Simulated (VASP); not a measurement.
A run of VASP 6.6.1:

The input INCAR:

```
PREC = Accurate ; ENCUT = 520
EDIFF = 1E-8 ; ISMEAR = -1
SIGMA = 0.08 ; LREAL = F
LASPH = T ; NELM = 60
ALGO = Normal ; ISIF = 2
LWAVE = F ; LCHARG = F
GGA = PE ; LEFG = T
NBANDS = 16
```

File KPOINTS:

```
Automatic mesh
0
Gamma
  12 12 12
```

File POSCAR:

```
AgCl
1.0
    0.0000000000      2.8602219298      2.8602219298
    2.8602219298      0.0000000000      2.8602219298
    2.8602219298      2.8602219298      0.0000000000
Ag Cl
1 1
Direct
    0.0000000000      0.0000000000      0.0000000000
    0.5000000000      0.5000000000      0.5000000000
```

Potentials or basis: VASP PAW PBE potentials, release 64 (Ag, Cl).

The run is started by

```console
$ cat potpaw_PBE.64/Ag/POTCAR potpaw_PBE.64/Cl/POTCAR > POTCAR
$ mpirun -np 1 vasp_std > vasp.out
```

Hardware: 1 thread of Intel(R) Xeon(R) Platinum 8488C (Sapphire Rapids), on a shared host.

**Question.** How long does it take, and how much memory?

**Answer.** Wall time 32 s on 1 thread of Intel(R) Xeon(R) Platinum 8488C (Sapphire Rapids) (shared host), peak memory 0.2 GiB. Counts: scf iterations 14, k points 72.
